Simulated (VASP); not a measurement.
# I (C2/m) in VASP: further runs

The runs below take I through single point, with PBE.

Program: VASP 6.6.1. These are calculated values, not measurements. Logs are shortened: lines on timing, memory, paths and dates and some standing lists are left out, and cuts for length are marked.

## (1) The cell of the first run

The structure is monoclinic, space group C2/m (No. 12). The conventional cell has a = 9.178 Å, b = 4.368 Å, c = 6.675 Å, α = 90.00°, β = 125.80°, γ = 90.00°. Within 3.7 Å of I (site symmetry m) lie 3 I at 2.81 to 3.43 Å.

## (2) Single point, PBE

INCAR reads:

```
SYSTEM = I
PREC     = Accurate       ! precision mode
ENCUT    = 520            ! plane-wave cutoff, eV
EDIFF    = 1E-6           ! SCF threshold, eV
ISMEAR   = 0              ! smearing method
SIGMA    = 0.1            ! smearing width, eV
LREAL    = .False.        ! projectors in reciprocal space
LASPH    = .True.         ! aspherical terms in the spheres
NELM     = 100            ! most SCF steps
ALGO     = Normal         ! electronic algorithm
ISIF     = 2              ! what is computed and relaxed
LWAVE    = .False.        ! write WAVECAR
LCHARG   = .False.        ! write CHGCAR
GGA      = PE             ! functional
NBANDS   = 14             ! bands
```

KPOINTS reads:

```
regular mesh
0
Gamma
  14 14 10
  0 0 0
```

POSCAR reads:

```
I
1.0
    4.5891839447     -2.1838573870      0.0142418714
    4.5891839447      2.1838573870      0.0142418714
   -3.9212356317      0.0000000000      5.4013280967
I
2
Direct
    0.6294857678      0.6294857678      0.2576127050
    0.3705142322      0.3705142322      0.7423872950
```

Potentials or basis: VASP PAW PBE potentials, release 64 (I).

On the command line:

```sh
cat potpaw_PBE.64/I/POTCAR > POTCAR
mpirun -np 1 vasp_std > vasp.out
```

OUTCAR:

```text
SYSTEM = I
   PREC = Accurate
   ENCUT = 520
   EDIFF = 1E-6
   ISMEAR = 0
   LREAL = .False.
   LASPH = .True.
   NELM = 100
   ISIF = 2
   GGA = PE

 ion  position               nearest neighbor table
   1  0.629  0.629  0.258-   2 2.81   2 3.43   2 3.43
   2  0.371  0.371  0.742-   1 2.81   1 3.43   1 3.43

  LATTYP: Found a base centered monoclinic cell.
 ALAT       =     9.1784120869
 B/A-ratio  =     0.4758682365
 C/A-ratio  =     0.7272076142
 COS(beta)  =    -0.5849710934

  Lattice vectors:

 A1 = (   4.5891839447,  -2.1838573870,   0.0142418714)
 A2 = (   4.5891839447,   2.1838573870,   0.0142418714)
 A3 = (  -3.9212356317,   0.0000000000,   5.4013280967)

Analysis of symmetry for initial positions (statically):
=====================================================================
 Subroutine PRICEL returns:
 Original cell was already a primitive cell.

 Routine SETGRP: Setting up the symmetry group for a
 base centered monoclinic supercell.

 Subroutine GETGRP returns: Found  4 space group operations
 (whereof  4 operations were pure point group operations)
 out of a pool of  4 trial point group operations.

The static configuration has the point symmetry C_2h.

Analysis of symmetry for dynamics (positions and initial velocities):
=====================================================================
 Subroutine PRICEL returns:
 Original cell was already a primitive cell.

 Routine SETGRP: Setting up the symmetry group for a
 base centered monoclinic supercell.

 Subroutine GETGRP returns: Found  4 space group operations
 (whereof  4 operations were pure point group operations)
 out of a pool of  4 trial point group operations.

The dynamic configuration has the point symmetry C_2h.

 Subroutine INISYM returns: Found  4 space group operations
 (whereof  4 operations are pure point group operations),
 and found     1 'primitive' translations

----------------------------------------------------------------------------------------

                                     Primitive cell

  volume of cell :     108.5095

  direct lattice vectors                    reciprocal lattice vectors
     4.589183945 -2.183857387  0.014241871     0.108706920 -0.228952679  0.078918636
     4.589183945  2.183857387  0.014241871     0.108706920  0.228952679  0.078918636
    -3.921235632  0.000000000  5.401328097    -0.000573263  0.000000000  0.184723476

  length of vectors
     5.082326750  5.082326750  6.674611156     0.265451832  0.265451832  0.184724366

  position of ions in fractional coordinates (direct lattice)
     0.629485768  0.629485768  0.257612705
     0.370514232  0.370514232  0.742387295

  ion indices of the primitive-cell ions
   primitive index   ion index
                 1           1
                 2           2

----------------------------------------------------------------------------------------

 KPOINTS: regular mesh

Automatic generation of k-mesh.
 Grid dimensions read from file:
 generate k-points for:   14   14   10

 Generating k-lattice:

  Cartesian coordinates                     Fractional coordinates (reciprocal lattice)
     0.007764780 -0.016353763  0.005637045     0.071428571 -0.000000000  0.000000000
     0.007764780  0.016353763  0.005637045    -0.000000000  0.071428571  0.000000000
    -0.000057326  0.000000000  0.018472348     0.000000000  0.000000000  0.100000000

  Length of vectors
     0.018960845  0.018960845  0.018472437

  Shift w.r.t. Gamma in fractional coordinates (k-lattice)
     0.000000000  0.000000000  0.000000000

 Subroutine IBZKPT returns following result:
 ===========================================

 Found    534 irreducible k-points:

 Following reciprocal coordinates:
            Coordinates               Weight
  0.000000  0.000000  0.000000      1.000000
  0.071429 -0.000000 -0.000000      4.000000
  0.142857  0.000000  0.000000      4.000000
  0.214286  0.000000  0.000000      4.000000
  0.285714  0.000000 -0.000000      4.000000
  0.357143 -0.000000  0.000000      4.000000
[... 16 lines left out ...]
  0.214286  0.142857  0.000000      4.000000
  0.285714  0.142857  0.000000      4.000000
 [... further k-points ...]
   k-points           NKPTS =    534   k-points in BZ     NKDIM =    534   number of bands    NBANDS=     14
   number of dos      NEDOS =    301   number of ions     NIONS =      2
   total plane-waves  NPLWV =  80000
   dimension x,y,z NGX =    40 NGY =   40 NGZ =   50
   dimension x,y,z NGXF=    80 NGYF=   80 NGZF=  100
   ions per type =               2
   NGX,Y,Z   is equivalent  to a cutoff of  13.08, 13.08, 12.45 a.u.
   NGXF,Y,Z  is equivalent  to a cutoff of  26.17, 26.17, 24.91 a.u.
 SYSTEM =  I
   PREC   = accura    normal or accurate (medium, high low for compatibility)
   ISTART =      0    job   : 0-new  1-cont  2-samecut
   ICHARG =      2    charge: 1-file 2-atom 10-const
   ISPIN  =      1    spin polarized calculation?
   LNONCOLLINEAR =      F non collinear calculations
   LSORBIT =      F    spin-orbit coupling
   LASPH  =      T    aspherical Exc in radial PAW
   ENCUT  =  520.0 eV  38.22 Ry    6.18 a.u.   9.45  9.45 12.41*2*pi/ulx,y,z
   NELM   =    100;   NELMIN=  2; NELMDL= -5     # of ELM steps
   EDIFF  = 0.1E-05   stopping-criterion for ELM
   LREAL  =      F    real-space projection
   EDIFFG = 0.1E-04   stopping-criterion for IOM
   NSW    =      0    number of steps for IOM
   IBRION =     -1    ionic relax: 0-MD 1-quasi-New 2-CG
   NFREE  =      0    steps in history (QN), initial steepest desc. (CG)
   ISIF   =      2    stress and relaxation
   ISYM   =      2    0-nonsym 1-usesym 2-fastsym
   POTIM  = 0.5000    time-step for ionic-motion
   TEBEG  =    0.0;   TEEND  =   0.0 temperature during run
   PSTRESS=    0.0 pullay stress
   NELECT =      14.0000    total number of electrons
   NUPDOWN=      -1.0000    fix difference up-down
   EMIN   =  10.00;   EMAX   =-10.00  energy-range for DOS
   EFERMI =   0.00;   METHOD = LEGACY
   ISMEAR =     0;   SIGMA  =   0.10  broadening in eV -4-tet -1-fermi 0-gaus
   EFERMI_NEDOS =   21; number of points for ismear=-14 and -15
   IALGO  =     38    algorithm
   IMIX   =      4    mixing-type and parameters
     AMIX     =   0.40;   BMIX     =  1.00
     AMIX_MAG =   1.60;   BMIX_MAG =  1.00
  volume/ion in A,a.u.               =      54.25       366.13
  Fermi-wavevector in a.u.,A,eV,Ry     =   0.827234  1.563245  9.310682  0.684316
  Thomas-Fermi vector in A             =   1.939403
   LORBIT       =      0    0 simple, 1 ext, 2 COOP (PROOUT), +10 PAW based schemes
   GGA     = PE    functional components
   LHFCALC =     F    Hartree Fock is set to
   AEXX    =    0.0000 exact exchange contribution
   IVDW    =     0    specifies the selected vdW correction
   LEPSILON=     F    determine dielectric tensor
   LRPA    =     F    only Hartree local field effects (RPA)
 non-spin polarized calculation
 Gauss-broadening in eV      SIGMA  =   0.10
  energy-cutoff  :      520.00
  volume of cell :      108.51
 maximum number of plane-waves:      2946
 NGX is ok and might be reduce to    40
   NGX = 19   NGY = 19   NGZ = 25

 number of electron      14.0000001 magnetization

 Free energy of the ion-electron system (eV)
  ---------------------------------------------------
  ext. energy  EPLUGINS =         0.00000000
  ---------------------------------------------------
  free energy    TOTEN  =        -2.91962600 eV

  energy without entropy =       -2.91869291  energy(sigma->0) =       -2.91915946

 E-fermi :   1.0348     XC(G=0):  -6.8745

 val. band max:        1.0078217022   @ k =   0.1429   0.1429   0.5000
 cond. band min:       1.0491890754   @ k =   0.0714   0.0714   0.3000
 fundamental gap:      0.0413673732
 Fermi energy:         1.0348459607

 k-point     1 :       0.0000    0.0000    0.0000
  band No.  band energies     occupation
      1     -12.4796      2.00000
      2     -10.0082      2.00000
      3      -4.0177      2.00000
      4      -1.2663      2.00000
      5      -0.4210      2.00000
      6      -0.2267      2.00000
      7       0.6279      2.00000
      8       2.8260      0.00000
      9       5.1397      0.00000
     10       7.7718      0.00000
     11       7.8814      0.00000
     12       8.7952      0.00000
     13      10.0715      0.00000
     14      10.2717      0.00000

 k-point     2 :       0.0714   -0.0000   -0.0000
  band No.  band energies     occupation
      1     -12.4622      2.00000
      2     -10.0270      2.00000
      3      -3.9833      2.00000
      4      -1.2626      2.00000
      5      -0.5685      2.00000
      6      -0.2267      2.00000
      7       0.5983      2.00000
      8       2.8549      0.00000
      9       5.2515      0.00000
     10       7.7957      0.00000
     11       7.9908      0.00000
     12       8.8014      0.00000
     13       9.6702      0.00000
     14      10.0427      0.00000

 k-point     3 :       0.1429    0.0000    0.0000
  band No.  band energies     occupation
      1     -12.4119      2.00000
      2     -10.0808      2.00000
      3      -3.8877      2.00000
      4      -1.2531      2.00000
      5      -0.8901      2.00000
      6      -0.2725      2.00000
      7       0.5159      2.00000
      8       2.8900      0.00000
      9       5.5455      0.00000
     10       7.7553      0.00000
     11       8.3498      0.00000
     12       8.8452      0.00000
     13       9.0661      0.00000
     14       9.8747      0.00000
[... 324 lines left out ...]
 k-point    23 :       0.2143    0.1429    0.0000
  band No.  band energies     occupation
      1     -12.3459      2.00000
      2     -10.2693      2.00000
      3      -3.5121      2.00000
      4      -1.3665      2.00000
      5      -1.0308      2.00000
      6       0.2361      2.00000
      7       0.3381      2.00000
      8       2.3605      0.00000
      9       5.9160      0.00000
     10       7.3930      0.00000
     11       7.9802      0.00000
     12       8.4574      0.00000
     13       9.7089      0.00000
     14      10.2278      0.00000

 k-point    24 :       0.2857    0.1429    0.0000
  band No.  band energies     occupation
      1     -12.2667      2.00000
      2     -10.3679      2.00000
      3      -3.3261      2.00000
      4      -1.4149      2.00000
      5      -1.2748      2.00000
      6       0.0918      2.00000
      7       0.3386      2.00000
      8       2.2239      0.00000
      9       6.3072      0.00000
     10       7.4554      0.00000
     11       7.8115      0.00000
     12       8.8391      0.00000
     13       9.5572      0.00000
     14       9.8410      0.00000

 [... further k-points ...]
[... 5 lines left out ...]
  --------------------------------------------------------------------------------------
  -------------------------------------------------------------------------------------
  Total        0.0268496      0.0013517     -0.0600334      0.0000000      0.0000000     -0.0035480
  in kB        0.3964430      0.0199581     -0.8864128      0.0000000      0.0000000     -0.0523872
  external PRESSURE =      -0.1566705 kB  Pullay stress =       0.0000000 kB

 VOLUME and BASIS-vectors are now :
 -----------------------------------------------------------------------------
  energy-cutoff  :      520.00
  volume of cell :      108.51
      direct lattice vectors                 reciprocal lattice vectors
     4.589183945 -2.183857387  0.014241871     0.108706920 -0.228952679  0.078918636
     4.589183945  2.183857387  0.014241871     0.108706920  0.228952679  0.078918636
    -3.921235632  0.000000000  5.401328097    -0.000573263  0.000000000  0.184723476

 POSITION                                       TOTAL-FORCE (eV/Angst)
 -----------------------------------------------------------------------------------
      4.76749      0.00000      1.40938        -0.001925      0.000000     -0.017924
      0.48964      0.00000      4.02043         0.001925      0.000000      0.017924
 -----------------------------------------------------------------------------------
    total drift:                                0.000000      0.000000      0.000000

  FREE ENERGIE OF THE ION-ELECTRON SYSTEM (eV)
  ---------------------------------------------------
  free  energy   TOTEN  =        -2.9196259994 eV

  energy  without entropy=       -2.9186929123  energy(sigma->0) =       -2.91915946
```

Wall time 5.1 min (1 thread of Intel Xeon 6975P-C (Granite Rapids), shared host); peak memory 0.77 GiB.

Results:

* Free energy: -2.9196 eV
* Pressure: 0.0 GPa
* Largest force: 0.018 eV/Å

Forces on the atoms (eV/Å):
```
I   -0.002  0.000 -0.018
I    0.002  0.000  0.018
```

Levels at points of the mesh, in eV from the Fermi level:
```tsv
k point	band 5	band 6	band 7	band 8	band 9	band 10
(0.00, 0.00, 0.00)	-1.46	-1.26	-0.41	1.79	4.10	6.74
(0.50, 0.00, 0.00)	-2.13	-1.17	-0.94	0.87	5.39	5.96
(0.50, 0.50, 0.00)	-2.31	-2.02	-0.48	0.14	4.99	7.32
(0.00, 0.00, 0.50)	-1.77	-1.23	-0.53	0.19	4.42	5.69
(0.50, 0.00, 0.50)	-2.22	-1.10	-0.86	0.88	5.33	6.54
(0.50, 0.50, 0.50)	-1.54	-1.34	-0.70	1.77	5.63	5.94
```

Caveat: spin-orbit coupling is left out, which moves the levels of the heavy elements.

## (3) Single point, PBE

INCAR reads:

```
  PREC = Accurate
  ENCUT = 520
  EDIFF = 1E-6
  ISMEAR = 0
  SIGMA = 0.01
  LREAL = False
  LASPH = True
  NELM = 100
  ALGO = Normal
  ISIF = 2
  LWAVE = False
  LCHARG = False
  GGA = PE
  NBANDS = 14
```

KPOINTS reads:

```
Automatic mesh
0
Gamma
  10 10 8
```

POSCAR is that of step 2.

Potentials or basis: VASP PAW PBE potentials, release 64 (I).

On the command line:

```sh
cat potpaw_PBE.64/I/POTCAR > POTCAR
mpirun -np 1 vasp_std > vasp.out
```

Wall time 2.1 min (1 thread of Intel Xeon 6975P-C (Granite Rapids), shared host); peak memory 0.45 GiB.

It converged, with:

| Quantity | Value |
| --- | --- |
| Free energy | -2.9189 eV |
| Pressure | 0.0 GPa |
| Largest force | 0.016 eV/Å |
| Band gap on the k mesh | 0.03 eV (least direct gap 0.04 eV) |

Forces on the atoms (eV/Å):
```
I   -0.002  0.000 -0.016
I    0.002  0.000  0.016
```

Stress tensor (GPa, compression positive):
```
 0.04  0.00 -0.01
 0.00  0.00  0.00
-0.01  0.00 -0.08
```

Levels at points of the mesh, in eV from the valence-band top:
```csv
k point,band 5,band 6,band 7,band 8,band 9,band 10
"(0.00, 0.00, 0.00)",-1.44,-1.25,-0.40,1.80,4.12,6.75
"(0.50, 0.00, 0.00)",-2.12,-1.16,-0.93,0.88,5.40,5.97
"(0.50, 0.50, 0.00)",-2.30,-2.00,-0.47,0.15,5.00,7.33
"(0.00, 0.00, 0.50)",-1.76,-1.22,-0.52,0.20,4.43,5.70
"(0.50, 0.00, 0.50)",-2.21,-1.09,-0.85,0.89,5.35,6.56
"(0.50, 0.50, 0.50)",-1.53,-1.33,-0.69,1.78,5.65,5.95
```

Caveat: spin-orbit coupling is left out, which moves the levels of the heavy elements. A k mesh can miss the band edges.
